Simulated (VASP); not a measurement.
The system is ZnO.

```xyz
8
Lattice="5.5176 0.0000 0.0000 0.0000 5.5176 0.0000 0.0000 0.0000 3.2588" Properties=species:S:1:pos:R:3 pbc="T T T"
Zn    1.0040    1.0040    1.6294
Zn    4.5135    4.5135    1.6294
Zn    3.7628    1.7547    0.0000
Zn    1.7547    3.7628    0.0000
O     4.5092    1.0084    1.6294
O     1.0084    4.5092    1.6294
O     3.7671    3.7671    0.0000
O     1.7504    1.7504    0.0000
```

| Item | Value |
| --- | --- |
| Program | VASP 6.6.1 |
| Task | relaxation of cell and atoms |
| Functional | PBE |
| Potentials or basis | VASP PAW PBE potentials, release 64 (Zn, O) |
| Cutoff | 600 eV |
| k mesh | 1 × 1 × 1 |
| Occupations | gaussian, width 0.02 eV |
| Spin | no spin polarisation |

At the start: pressure 13.9 GPa; volume 12.40 Å³/atom.

**Question.** Where does the relaxation end?

**Answer.** Over 34 steps the energy falls by 453.5 meV/atom and the volume is 13.52 Å³/atom (+9.0 %); space group P4_2/mnm (No. 136, to 0.1 Å) before and after.

The path:
| step | energy change (eV) | largest force (eV/Å) | pressure (GPa) | volume (Å³) |
| --- | --- | --- | --- | --- |
| 1 | 0.0000 | 1.7354 | 13.91 | 99.21 |
| 2 | -0.9102 | 0.2242 | -2.14 | 115.40 |
| 3 | -0.9247 | 0.3748 | -0.83 | 112.93 |
| 4 | -0.9919 | 0.1429 | 0.52 | 112.24 |
| 5 | -1.0471 | 0.3522 | 2.92 | 111.04 |
| 6 | -1.0694 | 0.3667 | 2.88 | 111.12 |
| 7 | -1.1359 | 0.4113 | 2.72 | 111.34 |
| 8 | -1.2599 | 0.5418 | 2.20 | 111.70 |
| 9 | -1.4212 | 0.9452 | 1.38 | 112.06 |
| 10 | -1.6067 | 0.5521 | -0.31 | 112.92 |
| 11 | -2.0502 | 0.3950 | -3.09 | 114.92 |
| 12 | -2.9126 | 1.3478 | -6.29 | 116.09 |
| 13 | -2.8418 | 1.1746 | -6.08 | 116.17 |
| 14 | -2.8955 | 1.2693 | -6.29 | 116.16 |
| 15 | -3.0001 | 1.2837 | -6.26 | 115.70 |
| 16 | -3.0252 | 1.2891 | -6.07 | 115.40 |
| 17 | -3.1614 | 1.1972 | -5.18 | 113.98 |
| 18 | -3.4660 | 0.8474 | -1.85 | 109.79 |
| 19 | -3.4381 | 0.5159 | 8.28 | 101.72 |
| 20 | -3.5743 | 0.4525 | 1.78 | 106.25 |
| 21 | -3.5766 | 0.3678 | 2.58 | 105.63 |
| 22 | -3.5998 | 0.2471 | 1.69 | 106.45 |
| 23 | -3.6171 | 0.1343 | 0.10 | 108.17 |
| 24 | -3.6171 | 0.1237 | 0.16 | 108.07 |
| 25 | -3.6199 | 0.0929 | -0.05 | 108.24 |
| 26 | -3.6218 | 0.0746 | -0.37 | 108.46 |
| 27 | -3.6220 | 0.0834 | -0.40 | 108.54 |
| 28 | -3.6237 | 0.0673 | -0.10 | 108.29 |
| 29 | -3.6248 | 0.0456 | 0.25 | 107.95 |
| 30 | -3.6250 | 0.0394 | 0.39 | 107.81 |
| 31 | -3.6264 | 0.0364 | 0.27 | 107.91 |
| 32 | -3.6274 | 0.0406 | -0.06 | 108.22 |
| 33 | -3.6276 | 0.0295 | 0.01 | 108.13 |
| 34 | -3.6278 | 0.0075 | -0.03 | 108.16 |

Final structure:
```
Zn O
1.0
     6.83017    0.00000    0.00000
     0.00000    6.83017    0.00000
     0.00000    0.00000    2.31843
Zn O
4 4
Direct
  0.16214 0.16214 0.50000
  0.83786 0.83786 0.50000
  0.66214 0.33786 0.00000
  0.33786 0.66214 0.00000
  0.85498 0.14502 0.50000
  0.14502 0.85498 0.50000
  0.64502 0.64502 0.00000
  0.35498 0.35498 0.00000
```

Caveat: the k points lie up to 2.71 Å⁻¹ apart in the final cell; a cell axis changed by over 15 % at a fixed basis, so the end point is rough.
